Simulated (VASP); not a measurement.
Wanted: the native input for a VASP 6.6.1 run.

- Task: single point
- Functional: LDA
- Potentials or basis: VASP PAW LDA potentials, release 64 (Be, Te)
- Cutoff: 520 eV
- k mesh: 8 × 8 × 8
- Occupations: gaussian, width 0.01 eV
- Spin: no spin polarisation
- Dipole correction: no
- Further INCAR settings: ALGO = Normal; EDIFF = 1e-07; NBANDS = 11

The structure of BeTe lies in POSCAR:

```
BeTe
1.0
    2.7505455918      2.7505455918      0.0000000000
   -2.7505455918      2.7505455918      0.0000000000
    0.0000000000      2.7505455918      2.7505455918
Be Te
1 1
Direct
    0.0000000000      0.0000000000      0.0000000000
    0.7500000000      0.2500000000      0.5000000000
```

These files were run (other wordings do the same):

INCAR

```
ALGO = Normal
EDIFF = 1E-7
ENCUT = 520
ISIF = 2
ISMEAR = 0
LASPH = T
LCHARG = T
LELF = T
LREAL = F
LVHAR = T
LWAVE = F
NBANDS = 11
NELM = 100
PREC = Accurate
SIGMA = 0.01
```

KPOINTS

```
k-points
0
Gamma
  8 8 8
```

Potentials or basis: VASP PAW LDA potentials, release 64 (Be, Te).

The run is started by

```sh
$ cat potpaw_LDA.64/Be/POTCAR potpaw_LDA.64/Te/POTCAR > POTCAR
$ mpirun -np 1 vasp_std > vasp.out
```

Results of the run:

- Pressure: 2.3 GPa
- Band gap on the k mesh: 1.70 eV, indirect (least direct gap 3.52 eV)

Caveat: spin-orbit coupling is left out, which moves the levels of the heavy elements.

It took 7.9 s on 1 thread of Intel(R) Xeon(R) 6975P-C (Granite Rapids), on a shared host, peak memory 0.15 GiB.
